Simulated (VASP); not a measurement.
# RuSe (Fm-3m) in VASP: single point with PBE

Aim: the single point of RuSe with PBE.

Program: VASP 6.6.1. These are calculated values, not measurements. Logs are shortened: lines on timing, memory, paths and dates and some standing lists are left out, and cuts for length are marked.

## (1) The cell of the first run

Symmetry: Fm-3m, No. 225, cubic system. Conventional cell: a = 5.355 Å, b = 5.355 Å, c = 5.355 Å, α = 90.00°, β = 90.00°, γ = 90.00°. Within 3.5 Å of Ru (site symmetry m-3m) lie 6 Se at 2.68 Å. Within 3.5 Å of Se (site symmetry m-3m) lie 6 Ru at 2.68 Å.

## (2) Single point, PBE

Contents of INCAR:

```
SYSTEM = RuSe
PREC = Accurate ; ENCUT = 500
EDIFF = 1E-6 ; ISMEAR = -1
SIGMA = 0.05 ; LREAL = .False.
LASPH = .True. ; NELM = 120
ALGO = Normal ; ISIF = 2
LWAVE = .False. ; LCHARG = .False.
GGA = PE ; NBANDS = 17
GGA_COMPAT = .False.
```

Contents of KPOINTS:

```
regular mesh
0
Gamma
  9 9 9
  0 0 0
```

Contents of POSCAR:

```
RuSe
1.0
    0.0000000000      2.6776164100      2.6776164100
    2.6776164100      0.0000000000      2.6776164100
    2.6776164100      2.6776164100      0.0000000000
Ru Se
1 1
Direct
    0.5000000000      0.5000000000      0.5000000000
    0.0000000000      0.0000000000      0.0000000000
```

Potentials or basis: VASP PAW PBE potentials, release 64 (Ru_pv, Se).

The run is started by

```console
cat potpaw_PBE.64/Ru_pv/POTCAR potpaw_PBE.64/Se/POTCAR > POTCAR
mpirun -np 1 vasp_std > vasp.out
```

OUTCAR:

```text
SYSTEM = RuSe
   PREC = Accurate
   ENCUT = 500
   EDIFF = 1E-6
   ISMEAR = -1
   LREAL = .False.
   LASPH = .True.
   NELM = 120
   ISIF = 2
   GGA = PE

 ion  position               nearest neighbor table
   1  0.500  0.500  0.500-   2 2.68   2 2.68   2 2.68   2 2.68   2 2.68   2 2.68
   2  0.000  0.000  0.000-   1 2.68   1 2.68   1 2.68   1 2.68   1 2.68   1 2.68

  LATTYP: Found a face centered cubic cell.
 ALAT       =     5.3552328200

  Lattice vectors:

 A1 = (   0.0000000000,   2.6776164100,   2.6776164100)
 A2 = (   2.6776164100,   0.0000000000,   2.6776164100)
 A3 = (   2.6776164100,   2.6776164100,   0.0000000000)

Analysis of symmetry for initial positions (statically):
=====================================================================
 Subroutine PRICEL returns:
 Original cell was already a primitive cell.

 Routine SETGRP: Setting up the symmetry group for a
 face centered cubic supercell.

 Subroutine GETGRP returns: Found 48 space group operations
 (whereof 48 operations were pure point group operations)
 out of a pool of 48 trial point group operations.

The static configuration has the point symmetry O_h .

Analysis of symmetry for dynamics (positions and initial velocities):
=====================================================================
 Subroutine PRICEL returns:
 Original cell was already a primitive cell.

 Routine SETGRP: Setting up the symmetry group for a
 face centered cubic supercell.

 Subroutine GETGRP returns: Found 48 space group operations
 (whereof 48 operations were pure point group operations)
 out of a pool of 48 trial point group operations.

The dynamic configuration has the point symmetry O_h .

 Subroutine INISYM returns: Found 48 space group operations
 (whereof 48 operations are pure point group operations),
 and found     1 'primitive' translations

----------------------------------------------------------------------------------------

                                     Primitive cell

  volume of cell :      38.3950

  direct lattice vectors                    reciprocal lattice vectors
     0.000000000  2.677616410  2.677616410    -0.186733245  0.186733245  0.186733245
     2.677616410  0.000000000  2.677616410     0.186733245 -0.186733245  0.186733245
     2.677616410  2.677616410  0.000000000     0.186733245  0.186733245 -0.186733245

  length of vectors
     3.786721442  3.786721442  3.786721442     0.323431467  0.323431467  0.323431467

  position of ions in fractional coordinates (direct lattice)
     0.500000000  0.500000000  0.500000000
     0.000000000  0.000000000  0.000000000

  ion indices of the primitive-cell ions
   primitive index   ion index
                 1           1
                 2           2

----------------------------------------------------------------------------------------

 KPOINTS: regular mesh

Automatic generation of k-mesh.
 Grid dimensions read from file:
 generate k-points for:    9    9    9

 Generating k-lattice:

  Cartesian coordinates                     Fractional coordinates (reciprocal lattice)
    -0.020748138  0.020748138  0.020748138     0.111111111  0.000000000  0.000000000
     0.020748138 -0.020748138  0.020748138     0.000000000  0.111111111  0.000000000
     0.020748138  0.020748138 -0.020748138     0.000000000  0.000000000  0.111111111

  Length of vectors
     0.035936830  0.035936830  0.035936830

  Shift w.r.t. Gamma in fractional coordinates (k-lattice)
     0.000000000  0.000000000  0.000000000

 Subroutine IBZKPT returns following result:
 ===========================================

 Found     35 irreducible k-points:

 Following reciprocal coordinates:
            Coordinates               Weight
  0.000000  0.000000  0.000000      1.000000
  0.111111  0.000000  0.000000      8.000000
  0.222222  0.000000  0.000000      8.000000
  0.333333  0.000000  0.000000      8.000000
  0.444444  0.000000  0.000000      8.000000
  0.111111  0.111111  0.000000      6.000000
[... 16 lines left out ...]
 -0.333333  0.333333  0.000000     12.000000
  0.444444  0.444444  0.000000      6.000000
 [... further k-points ...]
   k-points           NKPTS =     35   k-points in BZ     NKDIM =     35   number of bands    NBANDS=     17
   number of dos      NEDOS =    301   number of ions     NIONS =      2
   total plane-waves  NPLWV =  21952
   dimension x,y,z NGX =    28 NGY =   28 NGZ =   28
   dimension x,y,z NGXF=    56 NGYF=   56 NGZF=   56
   ions per type =               1   1
   NGX,Y,Z   is equivalent  to a cutoff of  12.29, 12.29, 12.29 a.u.
   NGXF,Y,Z  is equivalent  to a cutoff of  24.59, 24.59, 24.59 a.u.
 SYSTEM =  RuSe
   PREC   = accura    normal or accurate (medium, high low for compatibility)
   ISTART =      0    job   : 0-new  1-cont  2-samecut
   ICHARG =      2    charge: 1-file 2-atom 10-const
   ISPIN  =      1    spin polarized calculation?
   LNONCOLLINEAR =      F non collinear calculations
   LSORBIT =      F    spin-orbit coupling
   LASPH  =      T    aspherical Exc in radial PAW
   ENCUT  =  500.0 eV  36.75 Ry    6.06 a.u.   6.90  6.90  6.90*2*pi/ulx,y,z
   NELM   =    120;   NELMIN=  2; NELMDL= -5     # of ELM steps
   EDIFF  = 0.1E-05   stopping-criterion for ELM
   LREAL  =      F    real-space projection
   EDIFFG = 0.1E-04   stopping-criterion for IOM
   NSW    =      0    number of steps for IOM
   IBRION =     -1    ionic relax: 0-MD 1-quasi-New 2-CG
   NFREE  =      0    steps in history (QN), initial steepest desc. (CG)
   ISIF   =      2    stress and relaxation
   ISYM   =      2    0-nonsym 1-usesym 2-fastsym
   POTIM  = 0.5000    time-step for ionic-motion
   TEBEG  =    0.0;   TEEND  =   0.0 temperature during run
   PSTRESS=    0.0 pullay stress
   NELECT =      20.0000    total number of electrons
   NUPDOWN=      -1.0000    fix difference up-down
   EMIN   =  10.00;   EMAX   =-10.00  energy-range for DOS
   EFERMI =   0.00;   METHOD = LEGACY
   ISMEAR =    -1;   SIGMA  =   0.05  broadening in eV -4-tet -1-fermi 0-gaus
   EFERMI_NEDOS =   21; number of points for ismear=-14 and -15
   IALGO  =     38    algorithm
   IMIX   =      4    mixing-type and parameters
     AMIX     =   0.40;   BMIX     =  1.00
     AMIX_MAG =   1.60;   BMIX_MAG =  1.00
  volume/ion in A,a.u.               =      19.20       129.55
  Fermi-wavevector in a.u.,A,eV,Ry     =   1.317225  2.489193 23.607202  1.735080
  Thomas-Fermi vector in A             =   2.447281
   LORBIT       =      0    0 simple, 1 ext, 2 COOP (PROOUT), +10 PAW based schemes
   GGA     = PE    functional components
   LHFCALC =     F    Hartree Fock is set to
   AEXX    =    0.0000 exact exchange contribution
   IVDW    =     0    specifies the selected vdW correction
   LEPSILON=     F    determine dielectric tensor
   LRPA    =     F    only Hartree local field effects (RPA)
 non-spin polarized calculation
  energy-cutoff  :      500.00
  volume of cell :       38.40
 maximum number of plane-waves:       984
   NGX = 13   NGY = 13   NGZ = 13

 number of electron      19.9999999 magnetization

 Free energy of the ion-electron system (eV)
  ---------------------------------------------------
  ext. energy  EPLUGINS =         0.00000000
  ---------------------------------------------------
  free energy    TOTEN  =       -11.58551709 eV

  energy without entropy =      -11.53966506  energy(sigma->0) =      -11.56259107

 E-fermi :   6.9460     XC(G=0): -11.2648

 val. band max:        6.9352945084   @ k =   0.2222   0.2222   0.0000
 cond. band min:       6.9649094531   @ k =  -0.3333   0.4444   0.2222
 fundamental gap:      0.0296149447
 Fermi energy:         6.9459825463

 k-point     1 :       0.0000    0.0000    0.0000
  band No.  band energies     occupation
      1     -35.0357      2.00000
      2     -35.0357      2.00000
      3     -35.0357      2.00000
      4      -7.6715      2.00000
      5       5.3525      2.00000
      6       5.3526      2.00000
[... 9 lines left out ...]
     16      18.2493      0.00000
     17      18.2493      0.00000

 k-point     2 :       0.1111    0.0000    0.0000
  band No.  band energies     occupation
      1     -35.0389      2.00000
      2     -35.0360      2.00000
      3     -35.0360      2.00000
      4      -7.5536      2.00000
      5       4.2856      2.00000
      6       4.4068      2.00000
[... 9 lines left out ...]
     16      17.8755      0.00000
     17      18.4274      0.00000

 k-point     3 :       0.2222    0.0000    0.0000
  band No.  band energies     occupation
      1     -35.0471      2.00000
      2     -35.0369      2.00000
      3     -35.0369      2.00000
      4      -7.2305      2.00000
      5       2.7359      2.00000
      6       3.5267      2.00000
[... 9 lines left out ...]
     16      16.5279      0.00000
     17      19.0135      0.00000

 k-point     4 :       0.3333    0.0000    0.0000
  band No.  band energies     occupation
      1     -35.0563      2.00000
      2     -35.0379      2.00000
      3     -35.0379      2.00000
      4      -6.8068      2.00000
      5       1.3863      2.00000
      6       2.9177      2.00000
[... 9 lines left out ...]
     16      16.1210      0.00000
     17      19.2882      0.00000
[... 343 lines left out ...]
      1     -35.0570      2.00000
      2     -35.0494      2.00000
      3     -35.0436      2.00000
      4      -6.4710      2.00000
      5       1.8085      2.00000
      6       2.4583      2.00000
[... 9 lines left out ...]
     16      18.1270      0.00000
     17      19.2885      0.00000

 k-point    23 :      -0.3333    0.3333    0.0000
  band No.  band energies     occupation
      1     -35.0540      2.00000
      2     -35.0531      2.00000
      3     -35.0418      2.00000
      4      -6.4199      2.00000
      5       1.5590      2.00000
      6       2.2622      2.00000
[... 9 lines left out ...]
     16      17.0512      0.00000
     17      19.2827      0.00000

 k-point    24 :       0.4444    0.4444    0.0000
  band No.  band energies     occupation
      1     -35.0591      2.00000
      2     -35.0456      2.00000
      3     -35.0456      2.00000
      4      -6.5827      2.00000
      5       1.7565      2.00000
      6       4.1217      2.00000
[... 9 lines left out ...]
     16      19.2841      0.00000
     17      19.8373      0.00000

 [... further k-points ...]
[... 5 lines left out ...]
  --------------------------------------------------------------------------------------
  -------------------------------------------------------------------------------------
  Total       -3.0006837     -3.0006837     -3.0006837     -0.0000000      0.0000000     -0.0000000
  in kB     -125.2148159   -125.2148159   -125.2148159     -0.0000000      0.0000000     -0.0000000
  external PRESSURE =    -125.2148159 kB  Pullay stress =       0.0000000 kB

 VOLUME and BASIS-vectors are now :
 -----------------------------------------------------------------------------
  energy-cutoff  :      500.00
  volume of cell :       38.40
      direct lattice vectors                 reciprocal lattice vectors
     0.000000000  2.677616410  2.677616410    -0.186733245  0.186733245  0.186733245
     2.677616410  0.000000000  2.677616410     0.186733245 -0.186733245  0.186733245
     2.677616410  2.677616410  0.000000000     0.186733245  0.186733245 -0.186733245

 POSITION                                       TOTAL-FORCE (eV/Angst)
 -----------------------------------------------------------------------------------
      2.67762      2.67762      2.67762        -0.000000     -0.000000     -0.000000
      0.00000      0.00000      0.00000         0.000000      0.000000      0.000000
 -----------------------------------------------------------------------------------
    total drift:                                0.000000      0.000000      0.000000

  FREE ENERGIE OF THE ION-ELECTRON SYSTEM (eV)
  ---------------------------------------------------
  free  energy   TOTEN  =       -11.5855170853 eV

  energy  without entropy=      -11.5396650625  energy(sigma->0) =      -11.56259107
```

It took 11 s on 1 thread of Intel Xeon 6975P-C (Granite Rapids), shared host; peak memory 0.16 GiB.

Results:

| Item | Value |
| --- | --- |
| Free energy | -11.5855 eV |
| Pressure | -12.5 GPa |
| Band gap on the k mesh | zero (band 10 reaches 7.04 eV, above the bottom of band 11 at 5.64 eV) |
